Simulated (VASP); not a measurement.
A run of VASP 6.6.1:

File INCAR:

```
PREC = Accurate
ENCUT = 520
EDIFF = 1E-6
ISMEAR = 0
SIGMA = 0.1
LREAL = F
LASPH = T
NELM = 80
ALGO = Fast
ISIF = 2
LWAVE = F
LCHARG = T
GGA = PE
LELF = T
LVHAR = T
NBANDS = 10
```

Contents of KPOINTS:

```
Automatic mesh
0
Gamma
  8 8 6
```

Contents of POSCAR:

```
Os
1.0
    1.5568545300     -1.8917627500      0.0000000000
    1.5568545300      1.8917627500      0.0000000000
    0.0000000000      0.0000000000      2.5372329800
Os
1
Direct
    0.0000000000      0.0000000000      0.5000000000
```

Potentials or basis: VASP PAW PBE potentials, release 64 (Os).

Command:

```bash
$ cat potpaw_PBE.64/Os/POTCAR > POTCAR
$ mpirun -np 1 vasp_std > vasp.out
```

Hardware: 1 thread of Intel(R) Xeon(R) Platinum 8375C CPU @ 2.90GHz (Ice Lake), with other jobs on the host.

Q: How long does it take, and how much memory?

A: It took 6.3 s on 1 thread of Intel(R) Xeon(R) Platinum 8375C CPU @ 2.90GHz (Ice Lake), with other jobs on the host, peak memory 0.12 GiB. Counts: scf iterations 12, k points 84.
